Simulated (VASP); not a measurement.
# Al in VASP: relaxation of the atoms with r2SCAN

Aim: the relaxation of the atoms of Al with r2SCAN.

All numbers are computed with VASP 6.6.1; they aren't measurements. Logs are shortened: lines on timing, memory, paths and dates and some standing lists are left out, and cuts for length are marked.

**1. The cell of the first run**

The cell holds a slab with vacuum, 8 atoms: a = 2.822 Å, b = 2.822 Å, c = 31.209 Å, α = 90.00°, β = 90.00°, γ = 120.00°.

**2. Relaxation of the atoms, r2SCAN**

POSCAR

```
Al
1.0
    2.8221979706      0.0000000000      0.0000000000
   -1.4110989853      2.4440951371      0.0000000000
    0.0000000000      0.0000000000     31.2086038337
Al
8
Direct
    0.3333333333      0.6666666667      0.2403183443
    0.0000000000      0.0000000000      0.3145131030
    0.6666666667      0.3333333333      0.3887078618
    0.0000000000      0.0000000000      0.4629026206
    0.3333333333      0.6666666667      0.5370973794
    0.0000000000      0.0000000000      0.6112921382
    0.6666666667      0.3333333333      0.6854868970
    0.0000000000      0.0000000000      0.7596816557
```

INCAR.step1

```
SYSTEM = Al
PREC = Accurate
ENCUT = 520
ISMEAR = 0
SIGMA = 0.1
LREAL = .False.
LASPH = .True.
NELM = 60
LDIPOL = .True.
IDIPOL = 3
DIPOL = 0.5 0.5 0.500
GGA = PE
ALGO = Normal
EDIFF = 1E-4
LWAVE = .True.
LCHARG = .False.
```

INCAR.step2

```
SYSTEM = Al
PREC = Accurate
ENCUT = 520
EDIFF = 1E-6
ISMEAR = 0
SIGMA = 0.1
LREAL = .False.
LASPH = .True.
NELM = 60
ALGO = Normal
ISIF = 2
LWAVE = .False.
LCHARG = .False.
LDIPOL = .True.
IDIPOL = 3
DIPOL = 0.5 0.5 0.500
METAGGA = R2SCAN
LMIXTAU = .True.
IBRION = 2
NSW = 80
EDIFFG = -0.02
ISTART = 1
```

KPOINTS

```
Automatic mesh
0
Gamma
  12 12 1
  0 0 0
```

Potentials or basis: VASP PAW PBE potentials, release 64 (Al).

Run with:

```
> cat potpaw_PBE.64/Al/POTCAR > POTCAR
> cp INCAR.step1 INCAR
> mpirun -np 1 vasp_std > vasp.out
> cp INCAR.step2 INCAR
> mpirun -np 1 vasp_std > vasp.out
```

OUTCAR:

```text
SYSTEM = Al
   PREC = Accurate
   ENCUT = 520
   EDIFF = 1E-6
   ISMEAR = 0
   LREAL = .False.
   LASPH = .True.
   NELM = 60
   ISIF = 2
   METAGGA = R2SCAN
   IBRION = 2
   NSW = 80
   EDIFFG = -0.02
   ISTART = 1

 ion  position               nearest neighbor table
   1  0.333  0.667  0.240-   2 2.83   2 2.83   2 2.83
   2  0.000  0.000  0.315-   1 2.83   1 2.83   1 2.83   3 2.83   3 2.83   3 2.83
   3  0.667  0.333  0.389-   2 2.83   4 2.83   2 2.83   4 2.83   2 2.83   4 2.83
   4  0.000  0.000  0.463-   3 2.83   5 2.83   3 2.83   5 2.83   3 2.83   5 2.83
   5  0.333  0.667  0.537-   6 2.83   4 2.83   6 2.83   4 2.83   6 2.83   4 2.83
   6  0.000  0.000  0.611-   5 2.83   7 2.83   7 2.83   5 2.83   7 2.83   5 2.83
   7  0.667  0.333  0.685-   8 2.83   8 2.83   8 2.83   6 2.83   6 2.83   6 2.83
   8  0.000  0.000  0.760-   7 2.83   7 2.83   7 2.83

  LATTYP: Found a hexagonal cell.
 ALAT       =     2.8221979706
 C/A-ratio  =    11.0582617374

  Lattice vectors:

 A1 = (   2.8221979706,   0.0000000000,   0.0000000000)
 A2 = (  -1.4110989853,   2.4440951371,   0.0000000000)
 A3 = (   0.0000000000,   0.0000000000,  31.2086038337)

Analysis of symmetry for initial positions (statically):
=====================================================================
 Subroutine PRICEL returns:
 Original cell was already a primitive cell.

 Routine SETGRP: Setting up the symmetry group for a
 hexagonal supercell.

 Subroutine GETGRP returns: Found  6 space group operations
 (whereof  6 operations were pure point group operations)
 out of a pool of 24 trial point group operations.

The static configuration has the point symmetry C_3v.

Analysis of symmetry for dynamics (positions and initial velocities):
=====================================================================
 Subroutine PRICEL returns:
 Original cell was already a primitive cell.

 Routine SETGRP: Setting up the symmetry group for a
 hexagonal supercell.

 Subroutine GETGRP returns: Found  6 space group operations
 (whereof  6 operations were pure point group operations)
 out of a pool of 24 trial point group operations.

The dynamic configuration has the point symmetry C_3v.

 Subroutine INISYM returns: Found  6 space group operations
 (whereof  6 operations are pure point group operations),
 and found     1 'primitive' translations

----------------------------------------------------------------------------------------

                                     Primitive cell

  volume of cell :     215.2682

  direct lattice vectors                    reciprocal lattice vectors
     2.822197971  0.000000000  0.000000000     0.354333753  0.204574688  0.000000000
    -1.411098985  2.444095137  0.000000000     0.000000000  0.409149376  0.000000000
     0.000000000  0.000000000 31.208603834     0.000000000  0.000000000  0.032042446

  length of vectors
     2.822197971  2.822197971 31.208603834     0.409149376  0.409149376  0.032042446

  position of ions in fractional coordinates (direct lattice)
     0.333333333  0.666666667  0.240318344
     0.000000000  0.000000000  0.314513103
     0.666666667  0.333333333  0.388707862
     0.000000000  0.000000000  0.462902621
     0.333333333  0.666666667  0.537097379
     0.000000000  0.000000000  0.611292138
     0.666666667  0.333333333  0.685486897
     0.000000000  0.000000000  0.759681656

  ion indices of the primitive-cell ions
   primitive index   ion index
                 1           1
                 2           2
                 3           3
                 4           4
                 5           5
                 6           6
                 7           7
                 8           8

----------------------------------------------------------------------------------------

 KPOINTS: Automatic mesh

Automatic generation of k-mesh.
 Grid dimensions read from file:
 generate k-points for:   12   12    1

 Generating k-lattice:

  Cartesian coordinates                     Fractional coordinates (reciprocal lattice)
     0.029527813  0.017047891  0.000000000     0.083333333  0.000000000  0.000000000
     0.000000000  0.034095781  0.000000000     0.000000000  0.083333333  0.000000000
     0.000000000  0.000000000  0.032042446     0.000000000  0.000000000  1.000000000

  Length of vectors
     0.034095781  0.034095781  0.032042446

  Shift w.r.t. Gamma in fractional coordinates (k-lattice)
     0.000000000  0.000000000  0.000000000

 Subroutine IBZKPT returns following result:
 ===========================================

 Found     19 irreducible k-points:

 Following reciprocal coordinates:
            Coordinates               Weight
  0.000000  0.000000  0.000000      1.000000
  0.083333  0.000000  0.000000      6.000000
  0.166667  0.000000  0.000000      6.000000
  0.250000  0.000000  0.000000      6.000000
  0.333333  0.000000  0.000000      6.000000
  0.416667  0.000000  0.000000      6.000000
[... 11 lines left out ...]
  0.333333  0.250000  0.000000     12.000000
  0.333333  0.333333  0.000000      2.000000
   k-points           NKPTS =     19   k-points in BZ     NKDIM =     19   number of bands    NBANDS=     17
   number of dos      NEDOS =    301   number of ions     NIONS =      8
   total plane-waves  NPLWV = 138240
   dimension x,y,z NGX =    24 NGY =   24 NGZ =  240
   dimension x,y,z NGXF=    48 NGYF=   48 NGZF=  480
   ions per type =               8
   NGX,Y,Z   is equivalent  to a cutoff of  14.14, 14.14, 12.78 a.u.
   NGXF,Y,Z  is equivalent  to a cutoff of  28.28, 28.28, 25.57 a.u.
 SYSTEM =  Al
   PREC   = accura    normal or accurate (medium, high low for compatibility)
   ISTART =      1    job   : 0-new  1-cont  2-samecut
   ICHARG =      0    charge: 1-file 2-atom 10-const
   ISPIN  =      1    spin polarized calculation?
   LNONCOLLINEAR =      F non collinear calculations
   LSORBIT =      F    spin-orbit coupling
   LASPH  =      T    aspherical Exc in radial PAW
   ENCUT  =  520.0 eV  38.22 Ry    6.18 a.u.   5.25  5.25 58.03*2*pi/ulx,y,z
   NELM   =     60;   NELMIN=  2; NELMDL=  0     # of ELM steps
   EDIFF  = 0.1E-05   stopping-criterion for ELM
   LREAL  =      F    real-space projection
   EDIFFG = -.2E-01   stopping-criterion for IOM
   NSW    =     80    number of steps for IOM
   IBRION =      2    ionic relax: 0-MD 1-quasi-New 2-CG
   NFREE  =      1    steps in history (QN), initial steepest desc. (CG)
   ISIF   =      2    stress and relaxation
   ISYM   =      2    0-nonsym 1-usesym 2-fastsym
   POTIM  = 0.5000    time-step for ionic-motion
   TEBEG  =    0.0;   TEEND  =   0.0 temperature during run
   PSTRESS=    0.0 pullay stress
   NELECT =      24.0000    total number of electrons
   NUPDOWN=      -1.0000    fix difference up-down
   EMIN   =  10.00;   EMAX   =-10.00  energy-range for DOS
   EFERMI =   0.00;   METHOD = LEGACY
   ISMEAR =     0;   SIGMA  =   0.10  broadening in eV -4-tet -1-fermi 0-gaus
   EFERMI_NEDOS =   21; number of points for ismear=-14 and -15
   IALGO  =     38    algorithm
   IMIX   =      4    mixing-type and parameters
     AMIX     =   0.40;   BMIX     =  1.00
     AMIX_MAG =   1.60;   BMIX_MAG =  1.00
  volume/ion in A,a.u.               =      26.91       181.59
  Fermi-wavevector in a.u.,A,eV,Ry     =   0.787926  1.488964  8.446863  0.620827
  Thomas-Fermi vector in A             =   1.892764
   LORBIT       =      0    0 simple, 1 ext, 2 COOP (PROOUT), +10 PAW based schemes
   METAGGA = R2SCAN    functional components
   LHFCALC =     F    Hartree Fock is set to
   AEXX    =    0.0000 exact exchange contribution
   IVDW    =     0    specifies the selected vdW correction
   LEPSILON=     F    determine dielectric tensor
   LRPA    =     F    only Hartree local field effects (RPA)
 conjugate gradient relaxation of ions
 non-spin polarized calculation
 Gauss-broadening in eV      SIGMA  =   0.10
  energy-cutoff  :      520.00
  volume of cell :      215.27
 maximum number of plane-waves:      5852
 NGX is ok and might be reduce to    24
   NGX = 11   NGY = 11   NGZ =117

--------------------------------------- Ionic step        1  -------------------------------------------

 number of electron      24.0000000 magnetization

 Free energy of the ion-electron system (eV)
  ---------------------------------------------------
  ext. energy  EPLUGINS =         0.00000000
  ---------------------------------------------------
  free energy    TOTEN  =       -53.01559874 eV

  energy without entropy =      -53.00230767  energy(sigma->0) =      -53.00895321

------------------------ aborting loop because EDIFF is reached ----------------------------------------

 vacuum level on the upper side and lower side of the slab       (xc-potential included)         0.003         0.049

  FORCE on cell =-STRESS in cart. coord.  units (eV):
  Direction    XX          YY          ZZ          XY          YZ          ZX
  --------------------------------------------------------------------------------------
  -------------------------------------------------------------------------------------
  Total       -1.7322728     -1.7322728      0.4045603      0.0000000     -0.0000000     -0.0000000
  in kB      -12.8927913    -12.8927913      3.0110223      0.0000000     -0.0000000     -0.0000000
  external PRESSURE =      -7.5915201 kB  Pullay stress =       0.0000000 kB
[... 149 lines left out ...]
  FREE ENERGIE OF THE ION-ELECTRON SYSTEM (eV)
  ---------------------------------------------------
  free  energy   TOTEN  =       -53.0190144463 eV

  energy  without entropy=      -53.0071172856  energy(sigma->0) =      -53.01306587

 dipolmoment           0.000000      0.000000      0.005045 electrons x Angstroem

--------------------------------------- Ionic step        5  -------------------------------------------

 number of electron      24.0000000 magnetization

 dipolmoment           0.000000      0.000000     -0.001357 electrons x Angstroem

 Free energy of the ion-electron system (eV)
  ---------------------------------------------------
  ext. energy  EPLUGINS =         0.00000000
  ---------------------------------------------------
  free energy    TOTEN  =       -53.01936605 eV

  energy without entropy =      -53.00806989  energy(sigma->0) =      -53.01371797

 E-fermi :   3.2587     XC(G=0):  -7.1240

 val. band max:        3.2293148192   @ k =   0.4167   0.0833   0.0000
 cond. band min:       3.2697895453   @ k =   0.4167   0.0000   0.0000
 fundamental gap:      0.0404747262
 Fermi energy:         3.2586529220

 k-point     1 :       0.0000    0.0000    0.0000
  band No.  band energies     occupation
      1      -8.6344      2.00000
      2      -8.3017      2.00000
      3      -7.7910      2.00000
      4      -7.0757      2.00000
      5      -6.1870      2.00000
      6      -5.1103      2.00000
[... 359 lines left out ...]
      6       0.2144      2.00000
[... 9 lines left out ...]
     16       2.8780      2.00000
     17       3.4312      0.01469

------------------------ aborting loop because EDIFF is reached ----------------------------------------

 vacuum level on the upper side and lower side of the slab       (xc-potential included)        -0.163        -0.154

  FORCE on cell =-STRESS in cart. coord.  units (eV):
  Direction    XX          YY          ZZ          XY          YZ          ZX
  --------------------------------------------------------------------------------------
  -------------------------------------------------------------------------------------
  Total       -1.8292761     -1.8292761      0.1248607     -0.0000000      0.0000000      0.0000000
  in kB      -13.6147582    -13.6147582      0.9293013     -0.0000000      0.0000000      0.0000000
  external PRESSURE =      -8.7667384 kB  Pullay stress =       0.0000000 kB
[... 23 lines left out ...]
  FREE ENERGIE OF THE ION-ELECTRON SYSTEM (eV)
  ---------------------------------------------------
  free  energy   TOTEN  =       -53.0193660476 eV

  energy  without entropy=      -53.0080698895  energy(sigma->0) =      -53.01371797

 reached required accuracy - stopping structural energy minimisation

 vacuum level on the upper side and lower side of the slab         7.299         7.311
```

Run time: 47 min. Hardware: 1 thread of Oxide Virtual Turin-like, shared host; peak memory 0.39 GiB.

Results:

```yaml
Free_energy: -53.0194 eV
Energy_gained_by_relaxing: 0.5 meV/atom
Ionic_steps: 5
Largest_force_after_relaxing: 0.017 eV/Å
Band_gap_on_the_k_mesh: zero (bands 12 and 13 overlap by 3.44 eV)
```

Forces on the atoms (eV/Å):
```
Al   0.000  0.000 -0.002
Al   0.000  0.000  0.004
Al   0.000  0.000 -0.009
Al   0.000  0.000  0.005
Al   0.000  0.000 -0.017
Al   0.000  0.000  0.002
Al   0.000  0.000  0.014
Al   0.000  0.000  0.004
```

Step by step:
| step | energy change (eV) | largest force (eV/Å) | pressure (GPa) |
| --- | --- | --- | --- |
| 1 | 0.0000 | 0.1257 | -0.76 |
| 2 | -0.0015 | 0.0915 | -0.79 |
| 3 | -0.0028 | 0.0817 | -0.83 |
| 4 | -0.0034 | 0.0485 | -0.85 |
| 5 | -0.0038 | 0.0174 | -0.88 |

Final structure:
```
CELL_PARAMETERS angstrom
2.82220 0.00000 0.00000
-1.41110 2.44410 0.00000
0.00000 0.00000 31.20860
ATOMIC_POSITIONS crystal
Al 0.33333 0.66667 0.23992
Al 0.00000 0.00000 0.31462
Al 0.66667 0.33333 0.38911
Al 0.00000 0.00000 0.46319
Al 0.33333 0.66667 0.53672
Al 0.00000 0.00000 0.61075
Al 0.66667 0.33333 0.68508
Al 0.00000 0.00000 0.76060
```

Caveat: the PAW data sets were made with another functional, which shifts forces and pressure a little.
